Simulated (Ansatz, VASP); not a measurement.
## Mg5Se2 in VASP and in Ansatz

```
CELL_PARAMETERS angstrom
7.54045 -3.35417 -0.00861
7.54045 3.35417 -0.00861
-0.11262 0.00000 6.17934
ATOMIC_POSITIONS crystal
Mg 0.35463 0.64537 0.25000
Mg 0.89869 0.53380 0.72428
Mg 0.46620 0.10131 0.77572
Mg 0.14016 0.04690 0.90509
Mg 0.95310 0.85984 0.59491
Mg 0.64537 0.35463 0.75000
Mg 0.53380 0.89869 0.22428
Mg 0.10131 0.46620 0.27572
Mg 0.04690 0.14016 0.40509
Mg 0.85984 0.95310 0.09491
Se 0.52843 0.23758 0.39854
Se 0.76242 0.47157 0.10146
Se 0.23758 0.52843 0.89854
Se 0.47157 0.76242 0.60146
```

Alike in both runs: functional PBE; k mesh 6 × 6 × 6; occupations gaussian, width 0.1 eV; no spin polarisation.

Ansatz relaxed the structure, and its values are those at the end. VASP's run is a single point on that final structure, the one shown.

```csv
,VASP,Ansatz
version,VASP 6.6.1,Ansatz 0.2.0
potentials or method,"VASP PAW PBE potentials, release 64 (Mg, Se), cutoff 520 eV","scalar-relativistic, plane waves, PAW"
valence electrons in the cell,44,164
```

|  | VASP | Ansatz | Ansatz less VASP |
| --- | --- | --- | --- |
| gap on the k mesh at the Fermi level (eV) | none | none | - |
| pressure (GPa) | -0.1 | 0.0 | +0.12 |
| rms of the force components (eV/Å) | 0.004 | 0.003 | -0.0005 |

A gap of «none» marks a metal or a gap that the smearing closes. The functional is the same, so the differences come from potentials, cutoffs and numerics. VASP's potentials hold 44 valence electrons a cell and Ansatz's 164, so a difference there can come from the potentials and not from the codes.
